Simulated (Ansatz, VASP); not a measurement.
## BAs in VASP and in Ansatz

```
CELL_PARAMETERS angstrom
0.00000 2.34784 2.34784
2.34784 0.00000 2.34784
2.34784 2.34784 0.00000
ATOMIC_POSITIONS crystal
B 0.50000 0.50000 0.50000
As 0.00000 0.00000 0.00000
```

Change from the starting cell: species swapped into the ScS type (Fm-3m, No. 225).

Alike in both runs: task single point; functional PBE; k mesh 6 × 6 × 6; occupations gaussian, width 0.1 eV; no spin polarisation.

|  | VASP | Ansatz |
| --- | --- | --- |
| version | VASP 6.6.1 | Ansatz 0.2.0 |
| potentials or method | VASP PAW PBE potentials, release 64 (B, As), cutoff 520 eV | scalar-relativistic, plane waves, PAW |
| valence electrons in the cell | 8 | 18 |

```csv
,VASP,Ansatz,Ansatz less VASP
gap on the k mesh at the Fermi level (eV),none,none,-
pressure (GPa),-5.8,-6.0,-0.24
```

A gap of «none» marks a metal or a gap that the smearing closes. With one functional, cell and mesh, what is left measures potentials, basis and numerics. VASP's potentials hold 8 valence electrons a cell and Ansatz's 18, so a difference there can come from the potentials and not from the codes.

The k mesh is coarse, so the values compare programs but aren't converged.
